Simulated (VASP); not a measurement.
# Re (P6_3/mmc) in VASP: notebook

Runs on Re. Level: LDA. Tasks: single point, relaxation of cell and atoms.

All numbers are computed with VASP 6.6.1; they aren't measurements. Logs are shortened: lines on timing, memory, paths and dates and some standing lists are left out, and cuts for length are marked.

### Step 1. The cell of the first run

It takes space group P6_3/mmc (No. 194, hexagonal). Conventional cell: a = 2.737 Å, b = 2.737 Å, c = 4.417 Å, α = 90.00°, β = 90.00°, γ = 120.00°. Within 3.6 Å of Re (site symmetry -6m2) lie 12 Re at 2.72 to 2.74 Å.

### Step 2. Single point, LDA

The input, INCAR:

```
PREC = Accurate ; ENCUT = 520
EDIFF = 1E-6 ; ISMEAR = 0
SIGMA = 0.05 ; LREAL = False
LASPH = True ; NELM = 60
ALGO = Normal ; ISIF = 2
LWAVE = False ; LCHARG = True
LELF = True ; LVHAR = True
NBANDS = 14
```

The input, KPOINTS:

```
regular mesh
0
Gamma
  18 18 10
```

The input, POSCAR:

```
Re
1.0
    2.7370273395      0.0000000000      0.0000000000
   -1.3685136697      2.3703352068      0.0000000000
    0.0000000000      0.0000000000      4.4173455146
Re
2
Direct
    0.3333333333      0.6666666667      0.7500000000
    0.6666666667      0.3333333333      0.2500000000
```

Potentials or basis: VASP PAW LDA potentials, release 64 (Re).

Run with:

```console
$ cat potpaw_LDA.64/Re/POTCAR > POTCAR
$ mpirun -np 1 vasp_std > vasp.out
```

OUTCAR:

```text
PREC = Accurate
   ENCUT = 520
   EDIFF = 1E-6
   ISMEAR = 0
   LREAL = False
   LASPH = True
   NELM = 60
   ISIF = 2

 ion  position               nearest neighbor table
   1  0.333  0.667  0.750-   2 2.72   2 2.72   2 2.72   2 2.72   2 2.72   2 2.72
   2  0.667  0.333  0.250-   1 2.72   1 2.72   1 2.72   1 2.72   1 2.72   1 2.72

  LATTYP: Found a hexagonal cell.
 ALAT       =     2.7370273395
 C/A-ratio  =     1.6139208589

  Lattice vectors:

 A1 = (   2.7370273395,   0.0000000000,   0.0000000000)
 A2 = (  -1.3685136697,   2.3703352068,   0.0000000000)
 A3 = (   0.0000000000,   0.0000000000,   4.4173455146)

Analysis of symmetry for initial positions (statically):
=====================================================================
 Subroutine PRICEL returns:
 Original cell was already a primitive cell.

 Routine SETGRP: Setting up the symmetry group for a
 hexagonal supercell.

 Subroutine GETGRP returns: Found 24 space group operations
 (whereof 12 operations were pure point group operations)
 out of a pool of 24 trial point group operations.

The static configuration has the point symmetry D_3d.
 The point group associated with its full space group is D_6h.

Analysis of symmetry for dynamics (positions and initial velocities):
=====================================================================
 Subroutine PRICEL returns:
 Original cell was already a primitive cell.

 Routine SETGRP: Setting up the symmetry group for a
 hexagonal supercell.

 Subroutine GETGRP returns: Found 24 space group operations
 (whereof 12 operations were pure point group operations)
 out of a pool of 24 trial point group operations.

The dynamic configuration has the point symmetry D_3d.
 The point group associated with its full space group is D_6h.

 Subroutine INISYM returns: Found 24 space group operations
 (whereof 12 operations are pure point group operations),
 and found     1 'primitive' translations

----------------------------------------------------------------------------------------

                                     Primitive cell

  volume of cell :      28.6583

  direct lattice vectors                    reciprocal lattice vectors
     2.737027339  0.000000000  0.000000000     0.365359887  0.210940629  0.000000000
    -1.368513670  2.370335207  0.000000000     0.000000000  0.421881258  0.000000000
     0.000000000  0.000000000  4.417345515     0.000000000  0.000000000  0.226380299

  length of vectors
     2.737027339  2.737027339  4.417345515     0.421881258  0.421881258  0.226380299

  position of ions in fractional coordinates (direct lattice)
     0.333333333  0.666666667  0.750000000
     0.666666667  0.333333333  0.250000000

  ion indices of the primitive-cell ions
   primitive index   ion index
                 1           1
                 2           2

----------------------------------------------------------------------------------------

 KPOINTS: regular mesh

Automatic generation of k-mesh.
 Grid dimensions read from file:
 generate k-points for:   18   18   10

 Generating k-lattice:

  Cartesian coordinates                     Fractional coordinates (reciprocal lattice)
     0.020297772  0.011718924  0.000000000     0.055555556 -0.000000000  0.000000000
     0.000000000  0.023437848  0.000000000     0.000000000  0.055555556  0.000000000
     0.000000000  0.000000000  0.022638030     0.000000000  0.000000000  0.100000000

  Length of vectors
     0.023437848  0.023437848  0.022638030

  Shift w.r.t. Gamma in fractional coordinates (k-lattice)
     0.000000000  0.000000000  0.000000000

 Subroutine IBZKPT returns following result:
 ===========================================

 Found    222 irreducible k-points:

 Following reciprocal coordinates:
            Coordinates               Weight
  0.000000  0.000000  0.000000      1.000000
  0.055556  0.000000  0.000000      6.000000
  0.111111  0.000000  0.000000      6.000000
  0.166667  0.000000  0.000000      6.000000
  0.222222  0.000000  0.000000      6.000000
  0.277778  0.000000  0.000000      6.000000
[... 16 lines left out ...]
  0.333333  0.111111  0.000000     12.000000
  0.388889  0.111111  0.000000     12.000000
 [... further k-points ...]
   k-points           NKPTS =    222   k-points in BZ     NKDIM =    222   number of bands    NBANDS=     14
   number of dos      NEDOS =    301   number of ions     NIONS =      2
   total plane-waves  NPLWV =  14400
   dimension x,y,z NGX =    20 NGY =   20 NGZ =   36
   dimension x,y,z NGXF=    40 NGYF=   40 NGZF=   72
   ions per type =               2
   NGX,Y,Z   is equivalent  to a cutoff of  12.15, 12.15, 13.55 a.u.
   NGXF,Y,Z  is equivalent  to a cutoff of  24.30, 24.30, 27.10 a.u.
 SYSTEM =  unknown system
   PREC   = accura    normal or accurate (medium, high low for compatibility)
   ISTART =      0    job   : 0-new  1-cont  2-samecut
   ICHARG =      2    charge: 1-file 2-atom 10-const
   ISPIN  =      1    spin polarized calculation?
   LNONCOLLINEAR =      F non collinear calculations
   LSORBIT =      F    spin-orbit coupling
   LASPH  =      T    aspherical Exc in radial PAW
   ENCUT  =  520.0 eV  38.22 Ry    6.18 a.u.   5.09  5.09  8.21*2*pi/ulx,y,z
   NELM   =     60;   NELMIN=  2; NELMDL= -5     # of ELM steps
   EDIFF  = 0.1E-05   stopping-criterion for ELM
   LREAL  =      F    real-space projection
   EDIFFG = 0.1E-04   stopping-criterion for IOM
   NSW    =      0    number of steps for IOM
   IBRION =     -1    ionic relax: 0-MD 1-quasi-New 2-CG
   NFREE  =      0    steps in history (QN), initial steepest desc. (CG)
   ISIF   =      2    stress and relaxation
   ISYM   =      2    0-nonsym 1-usesym 2-fastsym
   POTIM  = 0.5000    time-step for ionic-motion
   TEBEG  =    0.0;   TEEND  =   0.0 temperature during run
   PSTRESS=    0.0 pullay stress
   NELECT =      14.0000    total number of electrons
   NUPDOWN=      -1.0000    fix difference up-down
   EMIN   =  10.00;   EMAX   =-10.00  energy-range for DOS
   EFERMI =   0.00;   METHOD = LEGACY
   ISMEAR =     0;   SIGMA  =   0.05  broadening in eV -4-tet -1-fermi 0-gaus
   EFERMI_NEDOS =   21; number of points for ismear=-14 and -15
   IALGO  =     38    algorithm
   IMIX   =      4    mixing-type and parameters
     AMIX     =   0.40;   BMIX     =  1.00
     AMIX_MAG =   1.60;   BMIX_MAG =  1.00
  volume/ion in A,a.u.               =      14.33        96.70
  Fermi-wavevector in a.u.,A,eV,Ry     =   1.289340  2.436499 22.618289  1.662397
  Thomas-Fermi vector in A             =   2.421239
   LORBIT       =      0    0 simple, 1 ext, 2 COOP (PROOUT), +10 PAW based schemes
   GGA     = CA    functional components
   LHFCALC =     F    Hartree Fock is set to
   AEXX    =    0.0000 exact exchange contribution
   IVDW    =     0    specifies the selected vdW correction
   LEPSILON=     F    determine dielectric tensor
   LRPA    =     F    only Hartree local field effects (RPA)
 non-spin polarized calculation
 Gauss-broadening in eV      SIGMA  =   0.05
  energy-cutoff  :      520.00
  volume of cell :       28.66
 maximum number of plane-waves:       784
   NGX = 11   NGY = 11   NGZ = 17

 number of electron      14.0000001 magnetization

 Free energy of the ion-electron system (eV)
  ---------------------------------------------------
  ext. energy  EPLUGINS =         0.00000000
  ---------------------------------------------------
  free energy    TOTEN  =       -27.52852890 eV

  energy without entropy =      -27.52660487  energy(sigma->0) =      -27.52756688

 E-fermi :   8.1809     XC(G=0): -13.9850

 val. band max:        8.1720605769   @ k =   0.1667   0.1111   0.0000
 cond. band min:       8.1926998867   @ k =   0.3333   0.1667   0.4000
 fundamental gap:      0.0206393098
 Fermi energy:         8.1809082831

 k-point     1 :       0.0000    0.0000    0.0000
  band No.  band energies     occupation
      1      -1.7896      2.00000
      2       1.3810      2.00000
      3       6.5099      2.00000
      4       6.5099      2.00000
      5       6.5196      2.00000
      6       7.3844      2.00000
      7       7.3844      2.00000
      8       8.3412      0.00001
      9       8.3412      0.00001
     10       8.9957      0.00000
     11      11.6549      0.00000
     12      11.6549      0.00000
     13      18.5789      0.00000
     14      22.4301      0.00000

 k-point     2 :       0.0556    0.0000    0.0000
  band No.  band energies     occupation
      1      -1.6583      2.00000
      2       1.5047      2.00000
      3       6.1334      2.00000
      4       6.6305      2.00000
      5       6.8526      2.00000
      6       7.2895      2.00000
      7       7.4986      2.00000
      8       8.1105      1.95342
      9       8.2374      0.11024
     10       8.5960      0.00000
     11      11.7271      0.00000
     12      12.2905      0.00000
     13      18.5780      0.00000
     14      22.7265      0.00000

 k-point     3 :       0.1111    0.0000    0.0000
  band No.  band energies     occupation
      1      -1.2764      2.00000
      2       1.8520      2.00000
      3       5.6911      2.00000
      4       6.9791      2.00000
      5       6.9879      2.00000
      6       7.2086      2.00000
      7       7.2775      2.00000
      8       7.8362      2.00000
      9       7.9649      2.00000
     10       8.2670      0.01491
     11      11.9071      0.00000
     12      13.5497      0.00000
     13      18.5403      0.00000
     14      23.5495      0.00000

 k-point     4 :       0.1667    0.0000    0.0000
  band No.  band energies     occupation
      1      -0.6810      2.00000
      2       2.3314      2.00000
      3       5.2660      2.00000
      4       6.1548      2.00000
      5       6.6555      2.00000
      6       7.5693      2.00000
      7       7.6022      2.00000
      8       7.7503      2.00000
      9       7.9852      2.00000
     10       8.3818      0.00000
     11      12.1249      0.00000
     12      14.9670      0.00000
     13      18.4066      0.00000
     14      24.6030      0.00000

 k-point     5 :       0.2222    0.0000    0.0000
  band No.  band energies     occupation
      1       0.0587      2.00000
      2       2.7246      2.00000
      3       5.0474      2.00000
      4       5.1770      2.00000
      5       6.3815      2.00000
      6       7.2175      2.00000
      7       7.6849      2.00000
      8       8.3505      0.00000
      9       8.3965      0.00000
     10       9.1076      0.00000
     11      12.3274      0.00000
[... 276 lines left out ...]
 k-point    22 :       0.2778    0.1111    0.0000
  band No.  band energies     occupation
      1       1.8672      2.00000
      2       2.9615      2.00000
      3       3.6062      2.00000
      4       5.0042      2.00000
      5       6.1249      2.00000
      6       6.7205      2.00000
      7       7.3211      2.00000
      8       9.5765      0.00000
      9      10.8082      0.00000
     10      11.8851      0.00000
     11      12.3678      0.00000
     12      17.8445      0.00000
     13      19.7073      0.00000
     14      20.6165      0.00000

 k-point    23 :       0.3333    0.1111    0.0000
  band No.  band energies     occupation
      1       2.3072      2.00000
      2       2.7043      2.00000
      3       3.1473      2.00000
      4       5.4625      2.00000
      5       6.0208      2.00000
      6       7.0085      2.00000
      7       7.1948      2.00000
      8      10.5322      0.00000
      9      11.6139      0.00000
     10      12.4097      0.00000
     11      13.0175      0.00000
     12      18.0630      0.00000
     13      18.7183      0.00000
     14      20.8706      0.00000

 k-point    24 :       0.3889    0.1111    0.0000
  band No.  band energies     occupation
      1       2.4450      2.00000
      2       2.5853      2.00000
      3       2.8654      2.00000
      4       5.9233      2.00000
      5       5.9893      2.00000
      6       6.7774      2.00000
      7       7.5441      2.00000
      8      11.5042      0.00000
      9      12.1200      0.00000
     10      12.4311      0.00000
     11      14.0617      0.00000
     12      16.9293      0.00000
     13      18.7052      0.00000
     14      19.7317      0.00000

 [... further k-points ...]

------------------------ aborting loop because EDIFF is reached ----------------------------------------

  FORCE on cell =-STRESS in cart. coord.  units (eV):
  Direction    XX          YY          ZZ          XY          YZ          ZX
  --------------------------------------------------------------------------------------
  -------------------------------------------------------------------------------------
  Total        0.2910810      0.2910810      0.2553183      0.0000000     -0.0000000     -0.0000000
  in kB       16.2732467     16.2732467     14.2738868      0.0000000     -0.0000000     -0.0000000
  external PRESSURE =      15.6067934 kB  Pullay stress =       0.0000000 kB

 VOLUME and BASIS-vectors are now :
 -----------------------------------------------------------------------------
  energy-cutoff  :      520.00
  volume of cell :       28.66
      direct lattice vectors                 reciprocal lattice vectors
     2.737027339  0.000000000  0.000000000     0.365359887  0.210940629  0.000000000
    -1.368513670  2.370335207  0.000000000     0.000000000  0.421881258  0.000000000
     0.000000000  0.000000000  4.417345515     0.000000000  0.000000000  0.226380299

 POSITION                                       TOTAL-FORCE (eV/Angst)
 -----------------------------------------------------------------------------------
     -0.00000      1.58022      3.31301         0.000000      0.000000      0.000000
      1.36851      0.79011      1.10434        -0.000000      0.000000      0.000000
 -----------------------------------------------------------------------------------
    total drift:                                0.000000     -0.000000     -0.000000

  FREE ENERGIE OF THE ION-ELECTRON SYSTEM (eV)
  ---------------------------------------------------
  free  energy   TOTEN  =       -27.5285289028 eV

  energy  without entropy=      -27.5266048658  energy(sigma->0) =      -27.52756688
```

It took 79 s on 1 thread of Intel Xeon Platinum 8259CL at 2.50GHz (Skylake/Cascade Lake), shared host; peak memory 0.19 GiB.

Results:

| Property | Result |
| --- | --- |
| Free energy | -27.5285 eV |
| Pressure | 1.6 GPa |
| Band gap on the k mesh | zero (bands 7 and 8 overlap by 3.46 eV) |

Stress tensor (GPa, compression positive):
```
1.63 0.00 0.00
0.00 1.63 0.00
0.00 0.00 1.43
```

Levels at points of the mesh, in eV from the Fermi level:
```tsv
k point	band 3	band 4	band 5	band 6	band 7	band 8	band 9	band 10	band 11	band 12
(0.00, 0.00, 0.00)	-1.67	-1.67	-1.66	-0.80	-0.80	0.16	0.16	0.81	3.47	3.47
(0.50, 0.00, 0.00)	-5.43	-2.05	-1.66	-1.39	-0.61	4.11	4.55	4.68	6.33	7.37
(0.00, 0.00, 0.50)	-2.44	-2.44	-1.81	-1.81	-1.81	-1.81	2.63	2.63	2.63	2.63
(0.50, 0.00, 0.50)	-4.25	-4.25	0.38	0.38	1.07	1.07	4.44	4.44	4.99	4.99
```

Caveat: spin-orbit coupling is left out, which moves the levels of the heavy elements.

### Step 3. Single point, LDA

The input, INCAR:

```
SYSTEM = Re
  ALGO = Normal
  EDIFF = 1E-6
  ENCUT = 520
  ISIF = 2
  ISMEAR = 0
  LASPH = .True.
  LCHARG = .True.
  LELF = .True.
  LREAL = .False.
  LVHAR = .True.
  LWAVE = .False.
  NBANDS = 14
  NELM = 80
  PREC = Accurate
  SIGMA = 0.05
```

The input, KPOINTS:

```
k-points
0
Gamma
  18 18 10
  0 0 0
```

POSCAR is that of step 2.

Potentials or basis: VASP PAW LDA potentials, release 64 (Re).

Run with:

```console
$ cat potpaw_LDA.64/Re/POTCAR > POTCAR
$ mpirun -np 1 vasp_std > vasp.out
```

Run time: 80 s. Hardware: 1 thread of Intel Xeon Platinum 8259CL at 2.50GHz (Skylake/Cascade Lake), shared host; peak memory 0.19 GiB.

The run converged. Its results:

* Free energy: -27.5285 eV
* Pressure: 1.6 GPa
* Band gap on the k mesh: zero (bands 7 and 8 overlap by 3.46 eV)

Stress tensor (GPa, compression positive):
```
1.63 0.00 0.00
0.00 1.63 0.00
0.00 0.00 1.43
```

Levels at points of the mesh, in eV from the Fermi level:
```csv
k point,band 3,band 4,band 5,band 6,band 7,band 8,band 9,band 10,band 11,band 12
"(0.00, 0.00, 0.00)",-1.67,-1.67,-1.66,-0.80,-0.80,0.16,0.16,0.81,3.47,3.47
"(0.50, 0.00, 0.00)",-5.43,-2.05,-1.66,-1.39,-0.61,4.11,4.55,4.68,6.33,7.37
"(0.00, 0.00, 0.50)",-2.44,-2.44,-1.81,-1.81,-1.81,-1.81,2.63,2.63,2.63,2.63
"(0.50, 0.00, 0.50)",-4.25,-4.25,0.38,0.38,1.07,1.07,4.44,4.44,4.99,4.99
```

Caveat: spin-orbit coupling is left out, which moves the levels of the heavy elements.

### Step 4. Relaxation of cell and atoms, LDA

This run uses another cell than the first one, of 14.70 Å³/atom.

The input, INCAR:

```
SYSTEM = Re
PREC = Accurate ; ENCUT = 600
EDIFF = 1E-6 ; ISMEAR = 0
SIGMA = 0.05 ; LREAL = .False.
LASPH = .True. ; NELM = 60
ALGO = Normal ; ISIF = 3
LWAVE = .False. ; LCHARG = .False.
GGA = CA ; IBRION = 2
NSW = 80 ; EDIFFG = -0.01
```

The input, KPOINTS:

```
Automatic mesh
0
Gamma
  18 18 10
  0 0 0
```

The input, POSCAR:

```
Re
1.0
    2.7600000000      0.0000000000      0.0000000000
   -1.3800000000      2.3902301144      0.0000000000
    0.0000000000      0.0000000000      4.4574000000
Re
2
Direct
    0.3333333333      0.6666666667      0.7500000000
    0.6666666667      0.3333333333      0.2500000000
```

Run with:

```console
$ cat potpaw_LDA.64/Re/POTCAR > POTCAR
$ mpirun -np 1 vasp_std > vasp.out
```

It took 5.7 min on 1 thread of Intel Xeon Platinum 8259CL at 2.50GHz (Skylake/Cascade Lake), shared host; peak memory 0.24 GiB.

Results (log left out):

```yaml
Free_energy: -27.5307 eV
Relaxed_volume: 14.39 Å³/atom
Relaxed_cell: a = 2.741 Å, b = 2.741 Å, c = 4.422 Å, α = 90.00°, β = 90.00°, γ = 120.00°
Space_group_after_relaxing_to_0.1_Å: P6_3/mmc (No. 194)
Energy_gained_by_relaxing: 8.6 meV/atom
Ionic_steps: 10
Pressure_after_relaxing: 0.0 GPa
Band_gap_on_the_k_mesh: zero (bands 7 and 8 overlap by 3.44 eV)
```

Step by step:
| step | energy change (eV) | largest force (eV/Å) | pressure (GPa) | volume (Å³) |
| --- | --- | --- | --- | --- |
| 1 | 0.0000 | 0.0000 | -8.52 | 29.41 |
| 2 | 0.3337 | 0.0000 | 47.53 | 26.20 |
| 3 | -0.0171 | 0.0000 | -0.38 | 28.80 |
| 4 | -0.0171 | 0.0000 | -0.06 | 28.78 |
| 5 | -0.0171 | 0.0000 | 0.13 | 28.77 |
| 6 | -0.0171 | 0.0000 | -0.43 | 28.81 |
| 7 | -0.0171 | 0.0000 | -0.09 | 28.78 |
| 8 | -0.0171 | 0.0000 | -0.08 | 28.78 |
| 9 | -0.0171 | 0.0000 | 0.09 | 28.77 |
| 10 | -0.0171 | 0.0000 | 0.01 | 28.77 |

Final structure:
```yaml
crystal:
  lattice:
    - [2.74111, 0.00000, 0.00000]
    - [-1.37055, 2.37387, 0.00000]
    - [0.00000, 0.00000, 4.42201]
  atoms:
    - { symbol: Re, position: [0.33333, 0.66667, 0.75000] }
    - { symbol: Re, position: [0.66667, 0.33333, 0.25000] }
```

Levels at points of the mesh, in eV from the Fermi level:
```tsv
k point	band 3	band 4	band 5	band 6	band 7	band 8	band 9	band 10	band 11
(0.00, 0.00, 0.00)	-1.66	-1.66	-1.64	-0.79	-0.79	0.16	0.16	0.81	3.46
(0.50, 0.00, 0.00)	-5.40	-2.04	-1.66	-1.38	-0.60	4.09	4.52	4.65	6.29
(0.00, 0.00, 0.50)	-2.42	-2.42	-1.80	-1.80	-1.80	-1.80	2.62	2.62	2.62
(0.50, 0.00, 0.50)	-4.23	-4.23	0.38	0.38	1.06	1.06	4.41	4.41	4.96
```

Caveat: spin-orbit coupling is left out, which moves the levels of the heavy elements.
